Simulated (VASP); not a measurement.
# SiC (F-43m) in VASP: G0W0 quasiparticle levels with LDA

Aim: the G0W0 quasiparticle levels of SiC with LDA.

Everything below comes from runs of VASP 6.6.1. Logs are shortened: lines on timing, memory, paths and dates and some standing lists are left out, and cuts for length are marked.

## Step 1: The cell of the first run

Symmetry: F-43m, No. 216, cubic system. Conventional cell: a = 4.356 Å, b = 4.356 Å, c = 4.356 Å, α = 90.00°, β = 90.00°, γ = 90.00°. Si (site symmetry -43m) has 4 C at 1.89 Å within 2.5 Å. Within 2.5 Å of C (site symmetry -43m) lie 4 Si at 1.89 Å.

## Step 2: G0W0 quasiparticle levels, LDA

Input file POSCAR:

```
SiC
1.0
    0.0000000000      2.1780497569      2.1780497569
    2.1780497569      0.0000000000      2.1780497569
    2.1780497569      2.1780497569      0.0000000000
Si C
1 1
Direct
    0.2500000000      0.2500000000      0.2500000000
    0.0000000000      0.0000000000      0.0000000000
```

Input file INCAR.step1:

```
SYSTEM = SiC
  PREC = Accurate
  ENCUT = 500
  EDIFF = 1E-8
  ISMEAR = 0
  SIGMA = 0.01
  LREAL = .FALSE.
  LASPH = .TRUE.
  NELM = 100
  ALGO = Normal
  LWAVE = .TRUE.
  LCHARG = .FALSE.
  GGA = CA
```

Input file INCAR.step2:

```
SYSTEM = SiC
  PREC = Accurate
  ENCUT = 500
  EDIFF = 1E-8
  ISMEAR = 0
  SIGMA = 0.01
  LREAL = .FALSE.
  LASPH = .TRUE.
  NELM = 1
  ALGO = Exact
  LWAVE = .TRUE.
  LCHARG = .FALSE.
  GGA = CA
  NBANDS = 81
  LOPTICS = .TRUE.
  ISTART = 1
```

Input file INCAR.step3:

```
SYSTEM = SiC
  PREC = Accurate
  ENCUT = 500
  EDIFF = 1E-8
  ISMEAR = 0
  SIGMA = 0.01
  LREAL = .FALSE.
  LASPH = .TRUE.
  ALGO = EVGW0
  LWAVE = .FALSE.
  LCHARG = .FALSE.
  GGA = CA
  NELMGW = 1
  NBANDS = 81
  ENCUTGW = 140.0
  NOMEGA = 48
  PRECFOCK = Fast
  ISTART = 1
  NBANDSGW = 12
```

Input file KPOINTS:

```
Automatic mesh
0
G
  6 6 6
  0 0 0
```

Potentials or basis: VASP PAW LDA potentials, release 64 (Si_GW, C_GW).

On the command line:

```console
cat potpaw_LDA.64/Si_GW/POTCAR potpaw_LDA.64/C_GW/POTCAR > POTCAR
cp INCAR.step1 INCAR
mpirun -np 1 vasp_std > vasp.out
cp INCAR.step2 INCAR
mpirun -np 1 vasp_std > vasp.out
cp INCAR.step3 INCAR
mpirun -np 1 vasp_std > vasp.out
```

OUTCAR:

```text
SYSTEM = SiC
   PREC = Accurate
   ENCUT = 500
   EDIFF = 1E-8
   ISMEAR = 0
   LREAL = .FALSE.
   LASPH = .TRUE.
   GGA = CA
   NELMGW = 1
   ENCUTGW = 140.0
   PRECFOCK = Fast
   ISTART = 1

 ion  position               nearest neighbor table
   1  0.250  0.250  0.250-   2 1.89   2 1.89   2 1.89   2 1.89
   2  0.000  0.000  0.000-   1 1.89   1 1.89   1 1.89   1 1.89

  LATTYP: Found a face centered cubic cell.
 ALAT       =     4.3560995138

  Lattice vectors:

 A1 = (   0.0000000000,   2.1780497569,   2.1780497569)
 A2 = (   2.1780497569,   0.0000000000,   2.1780497569)
 A3 = (   2.1780497569,   2.1780497569,   0.0000000000)

Analysis of symmetry for initial positions (statically):
=====================================================================
 Subroutine PRICEL returns:
 Original cell was already a primitive cell.

 Routine SETGRP: Setting up the symmetry group for a
 face centered cubic supercell.

 Subroutine GETGRP returns: Found 24 space group operations
 (whereof 24 operations were pure point group operations)
 out of a pool of 48 trial point group operations.

The static configuration has the point symmetry T_d .

Analysis of symmetry for dynamics (positions and initial velocities):
=====================================================================
 Subroutine PRICEL returns:
 Original cell was already a primitive cell.

 Routine SETGRP: Setting up the symmetry group for a
 face centered cubic supercell.

 Subroutine GETGRP returns: Found 24 space group operations
 (whereof 24 operations were pure point group operations)
 out of a pool of 48 trial point group operations.

The dynamic configuration has the point symmetry T_d .

 Subroutine INISYM returns: Found 24 space group operations
 (whereof 24 operations are pure point group operations),
 and found     1 'primitive' translations

----------------------------------------------------------------------------------------

                                     Primitive cell

  volume of cell :      20.6649

  direct lattice vectors                    reciprocal lattice vectors
     0.000000000  2.178049757  2.178049757    -0.229563167  0.229563167  0.229563167
     2.178049757  0.000000000  2.178049757     0.229563167 -0.229563167  0.229563167
     2.178049757  2.178049757  0.000000000     0.229563167  0.229563167 -0.229563167

  length of vectors
     3.080227506  3.080227506  3.080227506     0.397615069  0.397615069  0.397615069

  position of ions in fractional coordinates (direct lattice)
     0.250000000  0.250000000  0.250000000
     0.000000000  0.000000000  0.000000000

  ion indices of the primitive-cell ions
   primitive index   ion index
                 1           1
                 2           2

----------------------------------------------------------------------------------------

 KPOINTS: Automatic mesh

Automatic generation of k-mesh.
 Grid dimensions read from file:
 generate k-points for:    6    6    6

 Generating k-lattice:

  Cartesian coordinates                     Fractional coordinates (reciprocal lattice)
    -0.038260528  0.038260528  0.038260528     0.166666667  0.000000000  0.000000000
     0.038260528 -0.038260528  0.038260528     0.000000000  0.166666667  0.000000000
     0.038260528  0.038260528 -0.038260528     0.000000000  0.000000000  0.166666667

  Length of vectors
     0.066269178  0.066269178  0.066269178

  Shift w.r.t. Gamma in fractional coordinates (k-lattice)
     0.000000000  0.000000000  0.000000000

 Subroutine IBZKPT returns following result:
 ===========================================

 Found     16 irreducible k-points:

 Following reciprocal coordinates:
            Coordinates               Weight
  0.000000  0.000000  0.000000      1.000000
  0.166667  0.000000  0.000000      8.000000
  0.333333  0.000000  0.000000      8.000000
  0.500000  0.000000  0.000000      4.000000
  0.166667  0.166667  0.000000      6.000000
  0.333333  0.166667  0.000000     24.000000
[... 8 lines left out ...]
 -0.333333  0.333333  0.166667     24.000000
 -0.333333  0.500000  0.166667     12.000000
   k-points           NKPTS =     16   k-points in BZ     NKDIM =    216   number of bands    NBANDS=     81
   number of dos      NEDOS =    301   number of ions     NIONS =      2
   total plane-waves  NPLWV =  13824
   dimension x,y,z NGX =    24 NGY =   24 NGZ =   24
   dimension x,y,z NGXF=    48 NGYF=   48 NGZF=   48
   ions per type =               1   1
   NGX,Y,Z   is equivalent  to a cutoff of  12.95, 12.95, 12.95 a.u.
   NGXF,Y,Z  is equivalent  to a cutoff of  25.91, 25.91, 25.91 a.u.
 SYSTEM =  SiC
   PREC   = accura    normal or accurate (medium, high low for compatibility)
   ISTART =      1    job   : 0-new  1-cont  2-samecut
   ICHARG =      0    charge: 1-file 2-atom 10-const
   ISPIN  =      1    spin polarized calculation?
   LNONCOLLINEAR =      F non collinear calculations
   LSORBIT =      F    spin-orbit coupling
   LASPH  =      T    aspherical Exc in radial PAW
   ENCUT  =  500.0 eV  36.75 Ry    6.06 a.u.   5.62  5.62  5.62*2*pi/ulx,y,z
   NELM   =     60;   NELMIN=  2; NELMDL=  0     # of ELM steps
   EDIFF  = 0.1E-07   stopping-criterion for ELM
   LREAL  =      F    real-space projection
   EDIFFG = 0.1E-06   stopping-criterion for IOM
   NSW    =      0    number of steps for IOM
   IBRION =     -1    ionic relax: 0-MD 1-quasi-New 2-CG
   NFREE  =      0    steps in history (QN), initial steepest desc. (CG)
   ISIF   =      0    stress and relaxation
   ISYM   =      3    0-nonsym 1-usesym 2-fastsym
   POTIM  = 0.5000    time-step for ionic-motion
   TEBEG  =    0.0;   TEEND  =   0.0 temperature during run
   PSTRESS=    0.0 pullay stress
   NELECT =       8.0000    total number of electrons
   NUPDOWN=      -1.0000    fix difference up-down
   EMIN   =  10.00;   EMAX   =-10.00  energy-range for DOS
   EFERMI =   0.00;   METHOD = LEGACY
   ISMEAR =     0;   SIGMA  =   0.01  broadening in eV -4-tet -1-fermi 0-gaus
   EFERMI_NEDOS =   21; number of points for ismear=-14 and -15
   IALGO  =     38    algorithm
   IMIX   =      4    mixing-type and parameters
     AMIX     =   0.40;   BMIX     =  1.00
     AMIX_MAG =   1.60;   BMIX_MAG =  1.00
  volume/ion in A,a.u.               =      10.33        69.73
  Fermi-wavevector in a.u.,A,eV,Ry     =   1.193146  2.254720 19.369228  1.423598
  Thomas-Fermi vector in A             =   2.329168
   LORBIT       =      0    0 simple, 1 ext, 2 COOP (PROOUT), +10 PAW based schemes
   GGA     = CA    functional components
   LHFCALC =     T    Hartree Fock is set to
   PRECFOCK=fast      Normal, Fast or Accurate (Low or Medium for compatibility)
   ENCUT4O =  -1.0   cutoff for four orbital integrals eV
   NKREDX  =     1    reduce k-point grid by
   NKREDY  =     1    reduce k-point grid by
   NKREDZ  =     1    reduce k-point grid by
   AEXX    =    1.0000 exact exchange contribution
   HFSCREEN=    0.0000 screening length (either q_TF or 0.3 A-1)
   HFSCREENC=   0.0000 screening length for correlation (either q_TF or 0.3 A-1)
   ENCUTFOCK=  -1.0 apply spherical cutoff to Coloumb kernel
   IVDW    =     0    specifies the selected vdW correction
   LEPSILON=     F    determine dielectric tensor
   LRPA    =     F    only Hartree local field effects (RPA)
   LRPAFORCE           =     F    calculate RPA forces
   ENCUTGW             = 140.0    cutoff for response function in eV
   ENCUTGWSOFT         = 112.0    soft cutoff for Coulomb kernel in GW response function in eV
   ENCUTLF             =  -1.0    cutoff for local field effects
   NELMGW              =     1    number of iterations in solving QP/BSE equation
   NELMHF              =     1    number of iterations in the inner HF iteration
   NKREDLFX            =     1    NKREDLFY  =   1   NKREDLFZ  =   1
 non-spin polarized calculation
 Gauss-broadening in eV      SIGMA  =   0.01
  energy-cutoff  :      500.00
  volume of cell :       20.66
 maximum number of plane-waves:       544
 NGX is ok and might be reduce to    24
  NGX = 14; NGY = 14; NGZ = 14
   NGX = 11   NGY = 11   NGZ = 11
 maximum number of plane-waves:        82
 NGX is ok and might be reduce to    14

 QP shifts <psi_nk| G(iteration)W_0 |psi_nk>: iteration 1
 for sc-GW calculations column KS-energies equals QP-energies in previous step
 and V_xc(KS)=  KS-energies - (<T + V_ion + V_H > + <T+V_H+V_ion>^1  + <V_x>^1)

 k-point   1 :       0.0000    0.0000    0.0000
  band No.  KS-energies  QP-energies   sigma(KS)   V_xc(KS)     V^pw_x(r,r')   Z            occupation Imag(sigma)

      1      -7.5747      -8.5603     -14.1584     -12.7903     -21.6107       0.7204       2.0000       1.4109
      2       7.7574       7.3515     -15.4931     -14.9762     -17.3889       0.7852       2.0000       0.0959
      3       7.7574       7.3515     -15.4931     -14.9762     -17.3889       0.7852       2.0000       0.0959
      4       7.7574       7.3515     -15.4931     -14.9762     -17.3889       0.7852       2.0000       0.0959
      5      14.0627      14.6710     -12.5326     -13.3162      -7.3950       0.7762       0.0000      -0.1032
      6      14.9533      15.7827     -10.8405     -11.8896      -5.7737       0.7906       0.0000      -0.0984
      7      14.9533      15.7827     -10.8405     -11.8896      -5.7737       0.7906       0.0000      -0.0984
      8      14.9533      15.7827     -10.8405     -11.8896      -5.7737       0.7906       0.0000      -0.0984
      9      22.2114      23.0773     -10.5873     -11.6924      -4.4881       0.7835       0.0000      -0.2917
     10      22.2114      23.0773     -10.5873     -11.6924      -4.4881       0.7835       0.0000      -0.2917
     11      23.9294      24.5731      -9.4767     -10.3066      -2.9405       0.7755       0.0000      -0.4390
     12      24.8873      25.4970      -9.8612     -10.6507      -2.9743       0.7723       0.0000      -0.6741

 k-point   2 :       0.1667    0.0000    0.0000
  band No.  KS-energies  QP-energies   sigma(KS)   V_xc(KS)     V^pw_x(r,r')   Z            occupation Imag(sigma)
[... 225 lines left out ...]
      1      -2.2861      -3.1900     -15.6346     -14.3841     -21.7996       0.7228       2.0000       0.6786
      2       0.4490      -0.2913     -13.8728     -12.8699     -18.0444       0.7382       2.0000       0.3166
      3       3.2155       2.5278     -13.9742     -13.0665     -17.0341       0.7577       2.0000       0.1503
      4       3.3431       2.6831     -13.5684     -12.7036     -16.3657       0.7632       2.0000       0.1349
      5      11.6885      12.2904     -11.2657     -12.0208      -6.9298       0.7972       0.0000      -0.0714
      6      14.7252      15.5320     -11.0213     -12.0336      -6.0973       0.7970       0.0000      -0.0909
      7      18.4876      19.3150     -11.2564     -12.3416      -4.9312       0.7624       0.0000      -0.2452
      8      19.8100      20.8323     -12.0094     -13.3476      -5.7422       0.7638       0.0000      -0.2447
      9      21.7370      22.7495     -11.9970     -13.3685      -4.6256       0.7382       0.0000      -0.4459
     10      25.3021      26.1679     -11.0607     -12.1971      -3.7774       0.7619       0.0000      -0.6348
     11      28.7412      29.9065     -12.0392     -13.5826      -4.4688       0.7551       0.0000      -0.8430
     12      31.8167      32.6163     -11.7178     -12.7605      -3.9818       0.7669       0.0000      -1.2392
```

Run time: 2.8 min. Hardware: 1 thread of AMD EPYC 9R45 (Zen 5), shared host; peak memory 0.32 GiB.

Results:

| Item | Value |
| --- | --- |
| Quasiparticle gap | 2.14 eV |
| Least direct quasiparticle gap | 5.58 eV |
| Band gap of the starting levels on the mesh | 1.30 eV |
| Least direct gap of the starting levels on the mesh | 4.50 eV |

Caveat: the k points lie up to 0.42 Å⁻¹ apart; bands, screening cutoff and mesh are small and nothing is extrapolated, so the quasiparticle values aren't converged.
